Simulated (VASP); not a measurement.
Input of a VASP 6.6.1 run:

Contents of INCAR:

```
ALGO = Normal ; EDIFF = 1E-6
ENCUT = 520 ; GGA = PE
ISIF = 2 ; ISMEAR = 0
LASPH = True ; LCHARG = False
LREAL = False ; LWAVE = False
NBANDS = 15 ; NELM = 100
PREC = Accurate ; SIGMA = 0.05
```

The input KPOINTS:

```
k-points
0
Gamma
  6 6 6
```

Contents of POSCAR:

```
KCl
1.0
    0.0000000000      2.9667340000      3.1561000000
    2.9667340000      0.0000000000      3.1561000000
    2.9667340000      2.9667340000      0.0000000000
K Cl
1 1
Direct
    0.0000000000      0.0000000000      0.0000000000
    0.5000000000      0.5000000000      0.5000000000
```

Potentials or basis: VASP PAW PBE potentials, release 64 (K_sv, Cl).

The run is started by

```sh
$ cat potpaw_PBE.64/K_sv/POTCAR potpaw_PBE.64/Cl/POTCAR > POTCAR
$ mpirun -np 1 vasp_std > vasp.out
```

Question: Estimate the pressure.

Answer: 4.1 GPa.

Question: Estimate the band gap on the k mesh.

Answer: 5.55 eV, direct.

Stress tensor (GPa, compression positive):
```
5.34 0.00 0.00
0.00 5.34 0.00
0.00 0.00 1.54
```

Caveat: the cell differs from its parent crystal (strain -0.0600 x Voigt [1, 1, 0, 0, 0, 0]).
